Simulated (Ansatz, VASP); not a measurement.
**Two plane-wave programs on Al3B2Sb**

```
CELL_PARAMETERS angstrom
5.06229 0.00000 0.00000
0.00000 5.06229 0.00000
0.00000 0.00000 4.32868
ATOMIC_POSITIONS crystal
Al 0.00000 0.00000 0.00000
Al 0.00000 0.50000 0.00000
Al 0.50000 0.00000 0.00000
B 0.00000 0.00000 0.50000
B 0.50000 0.50000 0.00000
Sb 0.50000 0.50000 0.50000
```

Alike in both runs: functional PBE; k mesh 4 × 4 × 3; occupations gaussian, width 0.2 eV; no spin polarisation.

Ansatz relaxed the structure, and its values are those at the end. VASP's run is a single point on that final structure, the one shown.

```csv
,VASP,Ansatz
version,VASP 6.6.1,Ansatz 0.2.0
potentials or method,"VASP PAW PBE potentials, release 64 (Al, B, Sb), cutoff 500 eV","scalar-relativistic, plane waves, PAW"
valence electrons in the cell,20,30
```

Ansatz gave:

```
gap on the k mesh at the Fermi level (eV) : none
pressure (GPa)                            : 0.3
```

Question: Which values does VASP return?

Answer: gap on the k mesh at the Fermi level (eV): none; pressure (GPa): 0.4.

A gap of «none» marks a metal or a gap that the smearing closes. With one functional, cell and mesh, what is left measures potentials, basis and numerics. VASP's potentials hold 20 valence electrons a cell and Ansatz's 30, so a difference there can come from the potentials and not from the codes.

The k mesh is coarse, so the values compare programs but aren't converged. Spin-orbit coupling is off throughout.
